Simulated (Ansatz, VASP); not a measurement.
# C: VASP beside Ansatz

The input INCAR:

```
PREC = Accurate ; ENCUT = 520
EDIFF = 1E-6 ; ISMEAR = 0
SIGMA = 0.05 ; LREAL = False
LASPH = True ; NELM = 100
ALGO = Normal ; ISIF = 2
LWAVE = False ; LCHARG = False
GGA = PE ; IVDW = 12
NBANDS = 11
```

KPOINTS

```
Automatic mesh
0
Gamma
  15 15 15
```

POSCAR

```
C
1.0
    1.2324809262      0.7115731945      3.3609366220
   -1.2324809262      0.7115731945      3.3609366220
    0.0000000000     -1.4231463891      3.3609366220
C
2
Direct
    0.1571736412      0.1571736412      0.1571736412
    0.8428263588      0.8428263588      0.8428263588
```

Input for Ansatz:

```yaml
crystal:
  lattice:
    - [1.2324809262, 0.7115731945, 3.360936622]
    - [-1.2324809262, 0.7115731945, 3.360936622]
    - [0.0, -1.4231463891, 3.360936622]
  atoms:
    - { symbol: C, position: [0.1571736412, 0.1571736412, 0.1571736412] }
    - { symbol: C, position: [0.8428263588, 0.8428263588, 0.8428263588] }
basis:
  ecutwfc: 520.0
kpoints:
  mp_grid: { grid: [15, 15, 15] }
hamiltonian:
  xc: pbe
  pseudopotentials: { kind: paw, azcp: { folder: soft_1 } }
  dispersion: d3bj
scf:
  occupations: { method: gaussian, width: 0.05 }
output:
  forces: true
  stress: true
  eigenvalues: true
```

Change from the starting cell: mode 4 frozen in at -0.095 Å, equal normal strain along x, y and z +0.0000.

Alike in both runs: task single point; functional PBE; dispersion D3(BJ); k mesh 15 × 15 × 15; occupations gaussian, width 0.05 eV; no spin polarisation.

|  | VASP | Ansatz |
| --- | --- | --- |
| version | VASP 6.6.1 | Ansatz 0.2.0 |
| potentials or method | VASP PAW PBE potentials, release 64 (C), cutoff 520 eV | scalar-relativistic, plane waves, PAW |
| valence electrons in the cell | 8 | 8 |

|  | VASP | Ansatz | Ansatz less VASP |
| --- | --- | --- | --- |
| gap on the k mesh at the Fermi level (eV) | 0.93 | 0.93 | 0.000 |
| least direct gap on the mesh (eV) | 0.98 | 0.98 | 0.000 |
| pressure (GPa) | -1.7 | -2.1 | -0.46 |
| traceless stress, the component that is largest in VASP (GPa) | -4.63 | -4.10 | +0.523 |
| rms of the force components (eV/Å) | 1.810 | 1.818 | +0.0076 |

Atom by atom the forces differ by 0.008 eV/Å (rms over components).
